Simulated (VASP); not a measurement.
# Ru (P6_3/mmc) in VASP: notebook

The runs below take Ru through single point, with PBE, BLYP.

Everything below comes from runs of VASP 6.6.1. Logs are shortened: lines on timing, memory, paths and dates and some standing lists are left out, and cuts for length are marked.

**1. The cell of the first run**

It takes space group P6_3/mmc (No. 194, hexagonal). Conventional cell: a = 2.741 Å, b = 2.741 Å, c = 4.338 Å, α = 90.00°, β = 90.00°, γ = 120.00°. Ru (site symmetry -6m2) has 12 Ru at 2.69 to 2.74 Å within 3.5 Å.

**2. Single point, PBE**

INCAR

```
ALGO = Normal
EDIFF = 1E-6
ENCUT = 520
GGA = PE
ISIF = 2
ISMEAR = -1
LASPH = True
LCHARG = False
LREAL = False
LWAVE = False
NBANDS = 21
NELM = 80
PREC = Accurate
SIGMA = 0.05
```

KPOINTS

```
k-points
0
Gamma
  11 11 6
```

POSCAR

```
Ru
1.0
    2.7414067149      0.0000000000      0.0000000000
   -1.3707033574      2.3741278572      0.0000000000
    0.0000000000      0.0000000000      4.3382472512
Ru
2
Direct
    0.6666666667      0.3333333333      0.7500000000
    0.3333333333      0.6666666667      0.2500000000
```

Potentials or basis: VASP PAW PBE potentials, release 64 (Ru_pv).

Command:

```
$ cat potpaw_PBE.64/Ru_pv/POTCAR > POTCAR
$ mpirun -np 1 vasp_std > vasp.out
```

OUTCAR:

```text
EDIFF = 1E-6
   ENCUT = 520
   GGA = PE
   ISIF = 2
   ISMEAR = -1
   LASPH = True
   LREAL = False
   NELM = 80
   PREC = Accurate

 ion  position               nearest neighbor table
   1  0.667  0.333  0.750-   2 2.69   2 2.69   2 2.69   2 2.69   2 2.69   2 2.69
   2  0.333  0.667  0.250-   1 2.69   1 2.69   1 2.69   1 2.69   1 2.69   1 2.69

  LATTYP: Found a hexagonal cell.
 ALAT       =     2.7414067149
 C/A-ratio  =     1.5824894670

  Lattice vectors:

 A1 = (   2.7414067149,   0.0000000000,   0.0000000000)
 A2 = (  -1.3707033574,   2.3741278572,   0.0000000000)
 A3 = (   0.0000000000,   0.0000000000,   4.3382472512)

Analysis of symmetry for initial positions (statically):
=====================================================================
 Subroutine PRICEL returns:
 Original cell was already a primitive cell.

 Routine SETGRP: Setting up the symmetry group for a
 hexagonal supercell.

 Subroutine GETGRP returns: Found 24 space group operations
 (whereof 12 operations were pure point group operations)
 out of a pool of 24 trial point group operations.

The static configuration has the point symmetry D_3d.
 The point group associated with its full space group is D_6h.

Analysis of symmetry for dynamics (positions and initial velocities):
=====================================================================
 Subroutine PRICEL returns:
 Original cell was already a primitive cell.

 Routine SETGRP: Setting up the symmetry group for a
 hexagonal supercell.

 Subroutine GETGRP returns: Found 24 space group operations
 (whereof 12 operations were pure point group operations)
 out of a pool of 24 trial point group operations.

The dynamic configuration has the point symmetry D_3d.
 The point group associated with its full space group is D_6h.

 Subroutine INISYM returns: Found 24 space group operations
 (whereof 12 operations are pure point group operations),
 and found     1 'primitive' translations

----------------------------------------------------------------------------------------

                                     Primitive cell

  volume of cell :      28.2353

  direct lattice vectors                    reciprocal lattice vectors
     2.741406715  0.000000000  0.000000000     0.364776228  0.210603653  0.000000000
    -1.370703357  2.374127857  0.000000000     0.000000000  0.421207306  0.000000000
     0.000000000  0.000000000  4.338247251     0.000000000  0.000000000  0.230507839

  length of vectors
     2.741406715  2.741406715  4.338247251     0.421207306  0.421207306  0.230507839

  position of ions in fractional coordinates (direct lattice)
     0.666666667  0.333333333  0.750000000
     0.333333333  0.666666667  0.250000000

  ion indices of the primitive-cell ions
   primitive index   ion index
                 1           1
                 2           2

----------------------------------------------------------------------------------------

 KPOINTS: k-points

Automatic generation of k-mesh.
 Grid dimensions read from file:
 generate k-points for:   11   11    6

 Generating k-lattice:

  Cartesian coordinates                     Fractional coordinates (reciprocal lattice)
     0.033161475  0.019145787  0.000000000     0.090909091  0.000000000  0.000000000
     0.000000000  0.038291573  0.000000000     0.000000000  0.090909091  0.000000000
     0.000000000  0.000000000  0.038417973     0.000000000  0.000000000  0.166666667

  Length of vectors
     0.038291573  0.038291573  0.038417973

  Shift w.r.t. Gamma in fractional coordinates (k-lattice)
     0.000000000  0.000000000  0.000000000

 Subroutine IBZKPT returns following result:
 ===========================================

 Found     64 irreducible k-points:

 Following reciprocal coordinates:
            Coordinates               Weight
  0.000000  0.000000  0.000000      1.000000
  0.090909 -0.000000  0.000000      6.000000
  0.181818  0.000000  0.000000      6.000000
  0.272727  0.000000  0.000000      6.000000
  0.363636  0.000000  0.000000      6.000000
  0.454545  0.000000  0.000000      6.000000
[... 16 lines left out ...]
  0.090909  0.090909  0.166667     12.000000
  0.181818  0.090909  0.166667     24.000000
 [... further k-points ...]
   k-points           NKPTS =     64   k-points in BZ     NKDIM =     64   number of bands    NBANDS=     21
   number of dos      NEDOS =    301   number of ions     NIONS =      2
   total plane-waves  NPLWV =  12800
   dimension x,y,z NGX =    20 NGY =   20 NGZ =   32
   dimension x,y,z NGXF=    40 NGYF=   40 NGZF=   64
   ions per type =               2
   NGX,Y,Z   is equivalent  to a cutoff of  12.13, 12.13, 12.26 a.u.
   NGXF,Y,Z  is equivalent  to a cutoff of  24.26, 24.26, 24.53 a.u.
 SYSTEM =  unknown system
   PREC   = accura    normal or accurate (medium, high low for compatibility)
   ISTART =      0    job   : 0-new  1-cont  2-samecut
   ICHARG =      2    charge: 1-file 2-atom 10-const
   ISPIN  =      1    spin polarized calculation?
   LNONCOLLINEAR =      F non collinear calculations
   LSORBIT =      F    spin-orbit coupling
   LASPH  =      T    aspherical Exc in radial PAW
   ENCUT  =  520.0 eV  38.22 Ry    6.18 a.u.   5.10  5.10  8.07*2*pi/ulx,y,z
   NELM   =     80;   NELMIN=  2; NELMDL= -5     # of ELM steps
   EDIFF  = 0.1E-05   stopping-criterion for ELM
   LREAL  =      F    real-space projection
   EDIFFG = 0.1E-04   stopping-criterion for IOM
   NSW    =      0    number of steps for IOM
   IBRION =     -1    ionic relax: 0-MD 1-quasi-New 2-CG
   NFREE  =      0    steps in history (QN), initial steepest desc. (CG)
   ISIF   =      2    stress and relaxation
   ISYM   =      2    0-nonsym 1-usesym 2-fastsym
   POTIM  = 0.5000    time-step for ionic-motion
   TEBEG  =    0.0;   TEEND  =   0.0 temperature during run
   PSTRESS=    0.0 pullay stress
   NELECT =      28.0000    total number of electrons
   NUPDOWN=      -1.0000    fix difference up-down
   EMIN   =  10.00;   EMAX   =-10.00  energy-range for DOS
   EFERMI =   0.00;   METHOD = LEGACY
   ISMEAR =    -1;   SIGMA  =   0.05  broadening in eV -4-tet -1-fermi 0-gaus
   EFERMI_NEDOS =   21; number of points for ismear=-14 and -15
   IALGO  =     38    algorithm
   IMIX   =      4    mixing-type and parameters
     AMIX     =   0.40;   BMIX     =  1.00
     AMIX_MAG =   1.60;   BMIX_MAG =  1.00
  volume/ion in A,a.u.               =      14.12        95.27
  Fermi-wavevector in a.u.,A,eV,Ry     =   1.632539  3.085051 36.262022  2.665183
  Thomas-Fermi vector in A             =   2.724493
   LORBIT       =      0    0 simple, 1 ext, 2 COOP (PROOUT), +10 PAW based schemes
   GGA     = PE    functional components
   LHFCALC =     F    Hartree Fock is set to
   AEXX    =    0.0000 exact exchange contribution
   IVDW    =     0    specifies the selected vdW correction
   LEPSILON=     F    determine dielectric tensor
   LRPA    =     F    only Hartree local field effects (RPA)
 non-spin polarized calculation
  energy-cutoff  :      520.00
  volume of cell :       28.24
 maximum number of plane-waves:       776
   NGX = 11   NGY = 11   NGZ = 17

 number of electron      28.0000011 magnetization

 Free energy of the ion-electron system (eV)
  ---------------------------------------------------
  ext. energy  EPLUGINS =         0.00000000
  ---------------------------------------------------
  free energy    TOTEN  =       -18.44901392 eV

  energy without entropy =      -18.43122884  energy(sigma->0) =      -18.44012138

 E-fermi :  12.0740     XC(G=0): -13.8786

 val. band max:       12.0545328792   @ k =   0.2727   0.0000   0.0000
 cond. band min:      12.0860457373   @ k =   0.3636   0.0000   0.3333
 fundamental gap:      0.0315128582
 Fermi energy:        12.0740402449

 k-point     1 :       0.0000    0.0000    0.0000
  band No.  band energies     occupation
      1     -31.3662      2.00000
      2     -30.5464      2.00000
      3     -30.5464      2.00000
      4     -30.3959      2.00000
      5     -30.3959      2.00000
      6     -30.3617      2.00000
[... 13 lines left out ...]
     20      22.6094      0.00000
     21      22.6150      0.00000

 k-point     2 :       0.0909   -0.0000    0.0000
  band No.  band energies     occupation
      1     -31.3416      2.00000
      2     -30.5981      2.00000
      3     -30.5639      2.00000
      4     -30.4498      2.00000
      5     -30.4031      2.00000
      6     -30.3733      2.00000
[... 13 lines left out ...]
     20      22.6095      0.00000
     21      22.6146      0.00000

 k-point     3 :       0.1818    0.0000    0.0000
  band No.  band energies     occupation
      1     -31.2717      2.00000
      2     -30.7369      2.00000
      3     -30.6091      2.00000
      4     -30.5913      2.00000
      5     -30.4240      2.00000
      6     -30.4080      2.00000
[... 13 lines left out ...]
     20      22.6094      0.00000
     21      22.6134      0.00000

 k-point     4 :       0.2727    0.0000    0.0000
  band No.  band energies     occupation
      1     -31.1683      2.00000
      2     -30.9190      2.00000
      3     -30.7700      2.00000
      4     -30.6658      2.00000
      5     -30.4651      2.00000
      6     -30.4533      2.00000
[... 13 lines left out ...]
     20      22.6093      0.00000
     21      22.6120      0.00000

 k-point     5 :       0.3636    0.0000    0.0000
  band No.  band energies     occupation
      1     -31.0862      2.00000
      2     -31.0516      2.00000
      3     -30.9283      2.00000
      4     -30.7161      2.00000
      5     -30.5391      2.00000
      6     -30.4816      2.00000
[... 13 lines left out ...]
     20      22.5701      0.00000
     21      22.6111      0.00000
[... 382 lines left out ...]
     20      22.6092      0.00000
     21      22.8194      0.00000

 k-point    22 :       0.4545    0.0000    0.1667
  band No.  band energies     occupation
      1     -31.2365      2.00000
      2     -31.0768      2.00000
      3     -30.8702      2.00000
      4     -30.7291      2.00000
      5     -30.5840      2.00000
      6     -30.5156      2.00000
[... 13 lines left out ...]
     20      22.6082      0.00000
     21      22.6164      0.00000

 k-point    23 :       0.0909    0.0909    0.1667
  band No.  band energies     occupation
      1     -31.2446      2.00000
      2     -30.6647      2.00000
      3     -30.6248      2.00000
      4     -30.5585      2.00000
      5     -30.4370      2.00000
      6     -30.4189      2.00000
[... 13 lines left out ...]
     20      22.6094      0.00000
     21      23.2927      0.00000

 k-point    24 :       0.1818    0.0909    0.1667
  band No.  band energies     occupation
      1     -31.1835      2.00000
      2     -30.8036      2.00000
      3     -30.7615      2.00000
      4     -30.6268      2.00000
      5     -30.4771      2.00000
      6     -30.4495      2.00000
[... 13 lines left out ...]
     20      22.6094      0.00000
     21      23.4541      0.00000

 [... further k-points ...]
[... 5 lines left out ...]
  --------------------------------------------------------------------------------------
  -------------------------------------------------------------------------------------
  Total       -1.2659527     -1.2659527     -1.4091389     -0.0000000      0.0000000     -0.0000000
  in kB      -71.8350151    -71.8350151    -79.9599507     -0.0000000      0.0000000     -0.0000000
  external PRESSURE =     -74.5433269 kB  Pullay stress =       0.0000000 kB

 VOLUME and BASIS-vectors are now :
 -----------------------------------------------------------------------------
  energy-cutoff  :      520.00
  volume of cell :       28.24
      direct lattice vectors                 reciprocal lattice vectors
     2.741406715  0.000000000  0.000000000     0.364776228  0.210603653  0.000000000
    -1.370703357  2.374127857  0.000000000     0.000000000  0.421207306  0.000000000
     0.000000000  0.000000000  4.338247251     0.000000000  0.000000000  0.230507839

 POSITION                                       TOTAL-FORCE (eV/Angst)
 -----------------------------------------------------------------------------------
      1.37070      0.79138      3.25369         0.000000      0.000000      0.000000
     -0.00000      1.58275      1.08456        -0.000000     -0.000000      0.000000
 -----------------------------------------------------------------------------------
    total drift:                                0.000000     -0.000000      0.000000

  FREE ENERGIE OF THE ION-ELECTRON SYSTEM (eV)
  ---------------------------------------------------
  free  energy   TOTEN  =       -18.4490139195 eV

  energy  without entropy=      -18.4312288392  energy(sigma->0) =      -18.44012138
```

It took 27 s on 1 thread of Intel Xeon Platinum 8259CL at 2.50GHz (Skylake/Cascade Lake), shared host; peak memory 0.15 GiB.

What came out:

| Item | Value |
| --- | --- |
| Free energy | -18.4490 eV |
| Pressure | -7.5 GPa |
| Band gap on the k mesh | zero (band 14 reaches 13.54 eV, above the bottom of band 15 at 10.66 eV) |

[end of part 1 of 2]
